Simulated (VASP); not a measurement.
HfC: relaxation of cell and atoms with LDA

The system is HfC.

```xyz
2
Lattice="0.0000 2.3250 2.3250 2.3250 0.0000 2.3250 2.3250 2.3250 0.0000" Properties=species:S:1:pos:R:3 pbc="T T T"
Hf    2.3250    2.3250    2.3250
C     0.0000    0.0000    0.0000
```

```json
{
 "Program": "VASP 6.6.1",
 "Task": "relaxation of cell and atoms",
 "Functional": "LDA",
 "Potentials or basis": "VASP PAW LDA potentials, release 64 (Hf_pv, C)",
 "Cutoff": "600 eV",
 "k mesh": "12 × 12 × 12",
 "Occupations": "methfessel-paxton, width 0.1 eV",
 "Spin": "no spin polarisation",
 "Target pressure": "20 GPa",
 "Dipole correction": "no",
 "Further INCAR settings": "ALGO = Normal; EDIFF = 1e-06; IBRION = 2; EDIFFG = -0.03; NSW = 80; ISIF = 3"
}
```

```yaml
Relaxed_volume: 11.22 Å³/atom
Relaxed_cell: a = 3.166 Å, b = 3.166 Å, c = 3.166 Å, α = 60.00°, β = 60.00°, γ = 60.00°
Space_group_after_relaxing_to_0.05_Å: Fm-3m (No. 225)
Energy_change_on_relaxing_the_enthalpy_is_what_falls: +22.8 meV/atom
Ionic_steps: 5
Pressure_after_relaxing: 20.0 GPa
Band_gap_on_the_k_mesh: zero (band 7 reaches 7.87 eV, above the bottom of band 8 at 6.36 eV)
```

The path:
```
step  energy change (eV)  largest force (eV/Å)  pressure (GPa)  volume (Å³)
   1              0.0000                0.0000          -11.66        25.14
   2              2.7518                0.0000          173.48        17.14
   3              0.0169                0.0000           16.20        22.69
   4              0.0381                0.0000           19.05        22.50
   5              0.0457                0.0000           20.03        22.43
```

Final structure:
```cif
data_structure
_symmetry_space_group_name_H-M 'P 1'
_symmetry_Int_Tables_number 1
_cell_length_a 3.1657
_cell_length_b 3.1657
_cell_length_c 3.1657
_cell_angle_alpha 60.000
_cell_angle_beta 60.000
_cell_angle_gamma 60.000
_cell_volume 22.43
loop_
_atom_site_label
_atom_site_type_symbol
_atom_site_fract_x
_atom_site_fract_y
_atom_site_fract_z
_atom_site_occupancy
Hf1 Hf 0.50000 0.50000 0.50000 1
C1 C 0.00000 0.00000 0.00000 1
```

Levels at points of the mesh, in eV from the Fermi level:
```
           k point  band 5  band 6  band 7  band 8  band 9  band 10
(0.00, 0.00, 0.00)    1.00    1.00    1.00    1.24    1.24     1.24
(0.50, 0.00, 0.00)   -6.74   -3.50   -3.50    5.81    5.81     6.37
(0.50, 0.50, 0.00)   -2.39   -2.34    0.01    0.01    5.85     7.49
```

Run time: 3.1 min on 1 thread of AMD EPYC 7R13 (shared host), peak memory 0.14 GiB.

Caveat: the cell is relaxed towards a set pressure, so the enthalpy falls and the energy may rise; spin-orbit coupling is left out, which moves the levels of the heavy elements. Zero-point motion and thermal expansion aren't in these numbers.
